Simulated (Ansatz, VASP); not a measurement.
SiB3W in VASP and in Ansatz

```xyz
5
Lattice="3.9104 0.0000 0.0000 -1.9552 3.3865 0.0000 0.0000 0.0000 4.6512" Properties=species:S:1:pos:R:3 pbc="T T T"
Si    0.0000    0.0000    0.0000
B     1.9552    0.0000    0.0000
B    -0.9776    1.6933    0.0000
B     0.9776    1.6933    0.0000
W     0.0000    0.0000    2.3256
```

Alike in both runs: functional PBE; k mesh 6 × 6 × 4; occupations gaussian, width 0.1 eV; no spin polarisation.

Ansatz relaxed the structure, and its values are those at the end. VASP's run is a single point on that final structure, the one shown.

|  | VASP | Ansatz |
| --- | --- | --- |
| version | VASP 6.6.1 | Ansatz 0.2.0 |
| potentials or method | VASP PAW PBE potentials, release 64 (Si, B, W_sv), cutoff 500 eV | scalar-relativistic, plane waves, PAW |
| valence electrons in the cell | 27 | 27 |

```tsv
	VASP	Ansatz	Ansatz less VASP
gap on the k mesh at the Fermi level (eV)	none	none	-
pressure (GPa)	-0.1	-0.1	+0.09
```

A gap of «none» marks a metal or a gap that the smearing closes. The functional is the same, so the differences come from potentials, cutoffs and numerics.

Neither program's run includes spin-orbit coupling.
